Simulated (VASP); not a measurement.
A run of VASP 6.6.1:

File INCAR:

```
SYSTEM = GaP
ALGO = Normal ; EDIFF = 1E-7
ENCUT = 520 ; GGA = PE
ISIF = 2 ; ISMEAR = -1
LASPH = .TRUE. ; LCHARG = .FALSE.
LREAL = .FALSE. ; LWAVE = .FALSE.
NBANDS = 26 ; NELM = 60
PREC = Accurate ; SIGMA = 0.02
```

KPOINTS

```
k-points
0
G
  12 12 4
  0 0 0
```

Contents of POSCAR:

```
GaP
1.0
    3.6182508943      0.0000000000      0.0000000000
   -1.8091254471      3.1334971917      0.0000000000
    0.0000000000      0.0000000000      6.1100190523
Ga P
2 2
Direct
    0.0000000000      0.0000000000      0.0000000000
    0.0000000000      0.0000000000      0.5000000000
    0.3333333333      0.6666666667      0.2500000000
    0.6666666667      0.3333333333      0.7500000000
```

Potentials or basis: VASP PAW PBE potentials, release 64 (Ga_d, P).

The run is started by

```bash
$ cat potpaw_PBE.64/Ga_d/POTCAR potpaw_PBE.64/P/POTCAR > POTCAR
$ mpirun -np 1 vasp_std > vasp.out
```

Hardware: 1 thread of AMD EPYC 9R45 96-Core Processor (Zen 5), with other jobs on the host.

**Question.** How long does it take, and how much memory?

**Answer.** Run time: 67 s on 1 thread of AMD EPYC 9R45 96-Core Processor (Zen 5) (shared host), peak memory 0.2 GiB. Counts: scf iterations 14, k points 57.
